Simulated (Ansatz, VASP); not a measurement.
# MgO: VASP beside Ansatz

File POSCAR:

```
MgO
1.0
    3.4272754297      0.0000000000      0.0000000000
   -1.7136377148      2.9681076712      0.0000000000
    0.0000000000      0.0000000000      4.1072130628
Mg O
2 2
Direct
    0.6666666667      0.3333333333      0.7500000000
    0.3333333333      0.6666666667      0.2500000000
    0.6666666667      0.3333333333      0.2500000000
    0.3333333333      0.6666666667      0.7500000000
```

The input INCAR.step1:

```
SYSTEM = MgO
  PREC = Accurate
  ENCUT = 660
  ISMEAR = 0
  SIGMA = 0.01
  LREAL = .False.
  LASPH = .True.
  NELM = 120
  NBANDS = 24
  GGA = PE
  ALGO = Normal
  EDIFF = 1E-5
  LWAVE = .True.
  LCHARG = .False.
  GGA_COMPAT = .False.
```

The input INCAR.step2:

```
SYSTEM = MgO
  PREC = Accurate
  ENCUT = 660
  EDIFF = 1E-6
  ISMEAR = 0
  SIGMA = 0.01
  LREAL = .False.
  LASPH = .True.
  NELM = 120
  ALGO = Normal
  ISIF = 2
  LWAVE = .False.
  LCHARG = .True.
  METAGGA = R2SCAN
  LMIXTAU = .True.
  LELF = .True.
  LVHAR = .True.
  NBANDS = 24
  ISTART = 1
  GGA_COMPAT = .False.
```

File KPOINTS:

```
Automatic mesh
0
Gamma
  6 6 6
  0 0 0
```

Input for Ansatz:

```yaml
crystal:
  lattice:
    - [3.427275429687975, 0.0, 0.0]
    - [-1.7136377148439874, 2.9681076712431826, 0.0]
    - [0.0, 0.0, 4.107213062820204]
  atoms:
    - { symbol: Mg, position: [0.6666666666666666, 0.3333333333333333, 0.75] }
    - { symbol: Mg, position: [0.3333333333333333, 0.6666666666666666, 0.25] }
    - { symbol: O, position: [0.6666666666666666, 0.3333333333333333, 0.25] }
    - { symbol: O, position: [0.3333333333333333, 0.6666666666666666, 0.75] }
basis:
  ecutwfc: 530.0
kpoints:
  mp_grid:
    grid: [6, 6, 6]
hamiltonian:
  xc: r2scan
scf:
  occupations:
    method: fixed
output:
  stress: true
```

Alike in both runs: task single point; functional r2SCAN; k mesh 6 × 6 × 6; no spin polarisation.

|  | VASP | Ansatz |
| --- | --- | --- |
| version | VASP 6.6.1 | Ansatz 0.2.0 |
| potentials or method | VASP PAW PBE potentials, release 64 (Mg_sv, O), cutoff 660 eV | plane waves, PAW |
| occupations | gaussian, width 0.01 eV | fixed |
| valence electrons in the cell | 32 | 32 |

```csv
,VASP,Ansatz,Ansatz less VASP
pressure (GPa),7.9,8.0,+0.02
"traceless stress, the component that is largest in VASP (GPa)",0.80,0.75,-0.055
```

VASP's potentials were made for PBE, not for r2SCAN.
